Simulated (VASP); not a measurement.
Set up this calculation in VASP 6.6.1, as the native input.

```
Task                   : single point
Functional             : BLYP
Dispersion             : D3(BJ)
Potentials or basis    : VASP PAW PBE potentials, release 64 (Ca_sv)
Cutoff                 : 520 eV
k mesh                 : 8 × 8 × 8
Occupations            : fermi-dirac, width 0.05 eV
Spin                   : no spin polarisation
Dipole correction      : no
Further INCAR settings : ALGO = Normal; EDIFF = 1e-06; NBANDS = 11
```

The structure of Ca lies in POSCAR:

```
Ca
1.0
   -2.0981560458      2.0981560458      2.0981560458
    2.0981560458     -2.0981560458      2.0981560458
    2.0981560458      2.0981560458     -2.0981560458
Ca
1
Direct
    0.0000000000      0.0000000000      0.0000000000
```

The input as run:

INCAR

```
PREC = Accurate ; ENCUT = 520
EDIFF = 1E-6 ; ISMEAR = -1
SIGMA = 0.05 ; LREAL = F
LASPH = T ; NELM = 60
ALGO = Normal ; ISIF = 2
LWAVE = F ; LCHARG = T
GGA = B5 ; ALDAX = 1.0
AGGAX = 1.0 ; AGGAC = 1.0
ALDAC = 0.0 ; IVDW = 12
VDW_S6 = 1.0 ; VDW_S8 = 2.6996
VDW_A1 = 0.4298 ; VDW_A2 = 4.2359
LELF = T ; LVHAR = T
NBANDS = 11
```

KPOINTS

```
regular mesh
0
Gamma
  8 8 8
```

Potentials or basis: VASP PAW PBE potentials, release 64 (Ca_sv).

The run is started by

```sh
$ cat potpaw_PBE.64/Ca_sv/POTCAR > POTCAR
$ mpirun -np 1 vasp_std > vasp.out
```

It gave:

* Pressure: 0.0 GPa
* Band gap on the k mesh: zero (band 5 reaches 3.37 eV, above the bottom of band 6 at 2.81 eV)
* Dispersion energy per atom: -0.640 eV

Caveat: the PAW data sets were made with another functional, which shifts forces and pressure a little; pairwise dispersion overbinds metals, which lowers pressure and volume.

Wall time 8.6 s on 1 thread of Intel(R) Xeon(R) 6975P-C (Granite Rapids), with other jobs on the host, peak memory 0.16 GiB.
